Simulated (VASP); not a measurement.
# AlRu (Pm-3m) in VASP: further runs

Runs on AlRu. Level: PBE. Tasks: single point.

Everything below comes from runs of VASP 6.6.1. Logs are shortened: lines on timing, memory, paths and dates and some standing lists are left out, and cuts for length are marked.

## (1) The cell of the first run

The structure is cubic, space group Pm-3m (No. 221). The conventional cell has a = 2.901 Å, b = 2.901 Å, c = 2.901 Å, α = 90.00°, β = 90.00°, γ = 90.00°. Al (site symmetry m-3m) has 8 Ru at 2.51 Å and 6 Al at 2.90 Å within 3.3 Å. Within 3.3 Å of Ru (site symmetry m-3m) lie 8 Al at 2.51 Å and 6 Ru at 2.90 Å.

## (2) Single point, PBE (strained)

INCAR reads:

```
PREC = Accurate ; ENCUT = 520
EDIFF = 1E-6 ; ISMEAR = 0
SIGMA = 0.1 ; LREAL = False
LASPH = True ; NELM = 60
ALGO = Normal ; ISIF = 2
LWAVE = False ; LCHARG = False
GGA = PE ; NBANDS = 16
```

KPOINTS reads:

```
Automatic mesh
0
Gamma
  14 14 14
```

POSCAR reads:

```
AlRu
1.0
    2.9008049400      0.0000000000      0.0000000000
    0.0000000000      2.9008049400      0.0000000000
    0.0000000000      0.0000000000      2.9008049400
Al Ru
1 1
Direct
    0.0000000000      0.0000000000      0.0000000000
    0.5000000000      0.5000000000      0.5000000000
```

Potentials or basis: VASP PAW PBE potentials, release 64 (Al, Ru_pv).

On the command line:

```bash
cat potpaw_PBE.64/Al/POTCAR potpaw_PBE.64/Ru_pv/POTCAR > POTCAR
mpirun -np 1 vasp_std > vasp.out
```

OUTCAR:

```text
PREC = Accurate
   ENCUT = 520
   EDIFF = 1E-6
   ISMEAR = 0
   LREAL = False
   LASPH = True
   NELM = 60
   ISIF = 2
   GGA = PE

 ion  position               nearest neighbor table
   1  0.000  0.000  0.000-   2 2.51   2 2.51   2 2.51   2 2.51   2 2.51   2 2.51   2 2.51   2 2.51

   2  0.500  0.500  0.500-   1 2.51   1 2.51   1 2.51   1 2.51   1 2.51   1 2.51   1 2.51   1 2.51

  LATTYP: Found a simple cubic cell.
 ALAT       =     2.9008049400

  Lattice vectors:

 A1 = (   2.9008049400,   0.0000000000,   0.0000000000)
 A2 = (   0.0000000000,   2.9008049400,   0.0000000000)
 A3 = (   0.0000000000,   0.0000000000,   2.9008049400)

Analysis of symmetry for initial positions (statically):
=====================================================================
 Subroutine PRICEL returns:
 Original cell was already a primitive cell.

 Routine SETGRP: Setting up the symmetry group for a
 simple cubic supercell.

 Subroutine GETGRP returns: Found 48 space group operations
 (whereof 48 operations were pure point group operations)
 out of a pool of 48 trial point group operations.

The static configuration has the point symmetry O_h .

Analysis of symmetry for dynamics (positions and initial velocities):
=====================================================================
 Subroutine PRICEL returns:
 Original cell was already a primitive cell.

 Routine SETGRP: Setting up the symmetry group for a
 simple cubic supercell.

 Subroutine GETGRP returns: Found 48 space group operations
 (whereof 48 operations were pure point group operations)
 out of a pool of 48 trial point group operations.

The dynamic configuration has the point symmetry O_h .

 Subroutine INISYM returns: Found 48 space group operations
 (whereof 48 operations are pure point group operations),
 and found     1 'primitive' translations

----------------------------------------------------------------------------------------

                                     Primitive cell

  volume of cell :      24.4093

  direct lattice vectors                    reciprocal lattice vectors
     2.900804940  0.000000000  0.000000000     0.344731901  0.000000000  0.000000000
     0.000000000  2.900804940  0.000000000     0.000000000  0.344731901  0.000000000
     0.000000000  0.000000000  2.900804940     0.000000000  0.000000000  0.344731901

  length of vectors
     2.900804940  2.900804940  2.900804940     0.344731901  0.344731901  0.344731901

[... 79 lines left out ...]
   NELM   =     60;   NELMIN=  2; NELMDL= -5     # of ELM steps
   EDIFF  = 0.1E-05   stopping-criterion for ELM
   LREAL  =      F    real-space projection
   EDIFFG = 0.1E-04   stopping-criterion for IOM
   NSW    =      0    number of steps for IOM
   IBRION =     -1    ionic relax: 0-MD 1-quasi-New 2-CG
   NFREE  =      0    steps in history (QN), initial steepest desc. (CG)
   ISIF   =      2    stress and relaxation
   ISYM   =      2    0-nonsym 1-usesym 2-fastsym
   POTIM  = 0.5000    time-step for ionic-motion
   TEBEG  =    0.0;   TEEND  =   0.0 temperature during run
   PSTRESS=    0.0 pullay stress
   NELECT =      17.0000    total number of electrons
   NUPDOWN=      -1.0000    fix difference up-down
   EMIN   =  10.00;   EMAX   =-10.00  energy-range for DOS
   EFERMI =   0.00;   METHOD = LEGACY
   ISMEAR =     0;   SIGMA  =   0.10  broadening in eV -4-tet -1-fermi 0-gaus
   EFERMI_NEDOS =   21; number of points for ismear=-14 and -15
   IALGO  =     38    algorithm
   IMIX   =      4    mixing-type and parameters
     AMIX     =   0.40;   BMIX     =  1.00
     AMIX_MAG =   1.60;   BMIX_MAG =  1.00
  volume/ion in A,a.u.               =      12.20        82.36
  Fermi-wavevector in a.u.,A,eV,Ry     =   1.451129  2.742236 28.650803  2.105775
  Thomas-Fermi vector in A             =   2.568661
   LORBIT       =      0    0 simple, 1 ext, 2 COOP (PROOUT), +10 PAW based schemes
   GGA     = PE    functional components
   LHFCALC =     F    Hartree Fock is set to
   AEXX    =    0.0000 exact exchange contribution
   IVDW    =     0    specifies the selected vdW correction
   LEPSILON=     F    determine dielectric tensor
   LRPA    =     F    only Hartree local field effects (RPA)
 non-spin polarized calculation
 Gauss-broadening in eV      SIGMA  =   0.10
  energy-cutoff  :      520.00
  volume of cell :       24.41
 maximum number of plane-waves:       691
 NGX is ok and might be reduce to    24
   NGX = 11   NGY = 11   NGZ = 11

 number of electron      17.0000002 magnetization

 Free energy of the ion-electron system (eV)
  ---------------------------------------------------
  ext. energy  EPLUGINS =         0.00000000
  ---------------------------------------------------
  free energy    TOTEN  =       -14.05116195 eV

  energy without entropy =      -14.04267963  energy(sigma->0) =      -14.04692079

 E-fermi :  12.0784     XC(G=0): -13.0478

 val. band max:       12.0542912441   @ k =   0.0714   0.0714   0.0714
 cond. band min:      12.0807891726   @ k =   0.1429   0.0714   0.0714
 fundamental gap:      0.0264979285
 Fermi energy:        12.0783918844

 k-point     1 :       0.0000    0.0000    0.0000
  band No.  band energies     occupation
      1     -29.7118      2.00000
      2     -29.7118      2.00000
      3     -29.7118      2.00000
      4       1.8549      2.00000
      5       7.9800      2.00000
      6       7.9800      2.00000
[... 433 lines left out ...]
      3     -29.6811      2.00000
      4       4.8878      2.00000
      5       7.7601      2.00000
      6       9.1990      2.00000
[... 8 lines left out ...]
     15      25.6150      0.00000
     16      27.2358      0.00000

 [... further k-points ...]

------------------------ aborting loop because EDIFF is reached ----------------------------------------

  FORCE on cell =-STRESS in cart. coord.  units (eV):
  Direction    XX          YY          ZZ          XY          YZ          ZX
  --------------------------------------------------------------------------------------
  -------------------------------------------------------------------------------------
  Total        4.0956302      4.0956302      4.0956302     -0.0000000     -0.0000000      0.0000000
  in kB      268.8287684    268.8287684    268.8287684     -0.0000000     -0.0000000      0.0000000
  external PRESSURE =     268.8287684 kB  Pullay stress =       0.0000000 kB

 VOLUME and BASIS-vectors are now :
 -----------------------------------------------------------------------------
  energy-cutoff  :      520.00
  volume of cell :       24.41
      direct lattice vectors                 reciprocal lattice vectors
     2.900804940  0.000000000  0.000000000     0.344731901  0.000000000  0.000000000
     0.000000000  2.900804940  0.000000000     0.000000000  0.344731901  0.000000000
     0.000000000  0.000000000  2.900804940     0.000000000  0.000000000  0.344731901

 POSITION                                       TOTAL-FORCE (eV/Angst)
 -----------------------------------------------------------------------------------
      0.00000      0.00000      0.00000         0.000000      0.000000      0.000000
      1.45040      1.45040      1.45040         0.000000      0.000000      0.000000
 -----------------------------------------------------------------------------------
    total drift:                                0.000000     -0.000000     -0.000000

  FREE ENERGIE OF THE ION-ELECTRON SYSTEM (eV)
  ---------------------------------------------------
  free  energy   TOTEN  =       -14.0511619506 eV

  energy  without entropy=      -14.0426796268  energy(sigma->0) =      -14.04692079
```

stdout:

```text
POSCAR found type information on POSCAR AlRu
 POSCAR found :  2 types and       2 ions
 scaLAPACK will be used
 LDA part: xc-table for (Slater+PW92), standard interpolation
 POSCAR, INCAR and KPOINTS ok, starting setup
 FFT: planning ... GRIDC
 FFT: planning ... GRID_SOFT
 FFT: planning ... GRID
 WAVECAR not read
 entering main loop
```

Wall time 27 s (1 thread of Intel Xeon 8259CL, shared host); peak memory 0.17 GiB.

What came out:

```yaml
Free_energy: -14.0512 eV
Pressure: 26.9 GPa
Band_gap_on_the_k_mesh: zero (an odd number of electrons rules out a gap without spin polarisation)
```

Caveat: the cell differs from its parent crystal (strained); the cell stands under pressure.

## (3) Single point, PBE (strained)

INCAR reads:

```
SYSTEM = AlRu
PREC = Accurate
ENCUT = 520
EDIFF = 1E-7
ISMEAR = 0
SIGMA = 0.1
LREAL = .FALSE.
LASPH = .TRUE.
NELM = 80
ALGO = Normal
ISIF = 2
LWAVE = .FALSE.
LCHARG = .FALSE.
GGA = PE
NBANDS = 16
```

KPOINTS reads:

```
regular mesh
0
G
  14 14 14
  0 0 0
```

POSCAR reads:

```
AlRu
1.0
    2.9306910240      0.0000000000      0.0000000000
    0.0000000000      2.9306910240      0.0000000000
    0.0000000000      0.0000000000      2.9306910240
Al Ru
1 1
Direct
    0.0000000000      0.0000000000      0.0000000000
    0.5000000000      0.5000000000      0.5000000000
```

Potentials or basis: VASP PAW PBE potentials, release 64 (Al, Ru_pv).

On the command line:

```bash
cat potpaw_PBE.64/Al/POTCAR potpaw_PBE.64/Ru_pv/POTCAR > POTCAR
mpirun -np 1 vasp_std > vasp.out
```

Wall time 44 s (1 thread of Intel Xeon 8259CL, shared host); peak memory 0.17 GiB.

The run converged. Its results:

* Free energy: -14.1572 eV
* Pressure: 17.8 GPa
* Band gap on the k mesh: zero (an odd number of electrons rules out a gap without spin polarisation)

Levels at points of the mesh, in eV from the Fermi level:
| k point | band 5 | band 6 | band 7 | band 8 | band 9 | band 10 | band 11 | band 12 | band 13 | band 14 |
| --- | --- | --- | --- | --- | --- | --- | --- | --- | --- | --- |
| (0.00, 0.00, 0.00) | -3.91 | -3.91 | 0.20 | 0.20 | 0.20 | 6.39 | 6.39 | 6.39 | 11.35 | 11.35 |
| (0.50, 0.00, 0.00) | -5.59 | -3.03 | -1.74 | -1.74 | 0.48 | 2.54 | 7.40 | 11.36 | 11.36 | 12.12 |
| (0.50, 0.50, 0.00) | -3.31 | -1.40 | -1.40 | -1.29 | -1.29 | 1.70 | 5.74 | 6.89 | 11.09 | 12.12 |
| (0.50, 0.50, 0.50) | -4.99 | -4.99 | 1.80 | 1.80 | 2.96 | 4.30 | 4.30 | 4.30 | 9.13 | 9.13 |

Caveat: the cell differs from its parent crystal (strained); the cell stands under pressure.

The gap in the log of VASP goes by the Fermi energy; the results here count the filled bands.